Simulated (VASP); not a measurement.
Runs of VASP 6.6.1 on CoSi. The structure is that of space group Pm-3m (No. 221), or close to it. The cells are those of the table. 

| task | cell | k mesh | cutoff (eV) | gap on the mesh (eV) | pressure (GPa) | moment (μB) |
| --- | --- | --- | --- | --- | --- | --- |
| relaxation of cell and atoms | relaxed from a = 2.781 Å, 2 atoms | 6 × 6 × 6 | 600 | none | -0.2 | 0.72 |
| single point | a = 2.763 Å, 2 atoms | 20 × 20 × 20 | 520 | none | -0.2 | (a) |
| single point | a = 2.781 Å, 2 atoms | 6 × 6 × 6 | 520 | none | -6.0 | 0.72 |
| single point | a = 2.757 Å, 2 atoms | 6 × 6 × 6 | 520 | none | 0.2 | 0.72 |

Alike in all rows: level r2SCAN; potentials or basis VASP PAW PBE potentials, release 64 (Co, Si); spin collinear, ferromagnetic start; smearing gaussian 0.1 eV.

Problem. Fill in the values left out.

Solution. (a) 0.91.

Caveats: some runs use coarse meshes; the PAW data sets were made with another functional, which shifts forces and pressure a little.

A gap of «none» marks levels without a gap at the run's occupations.
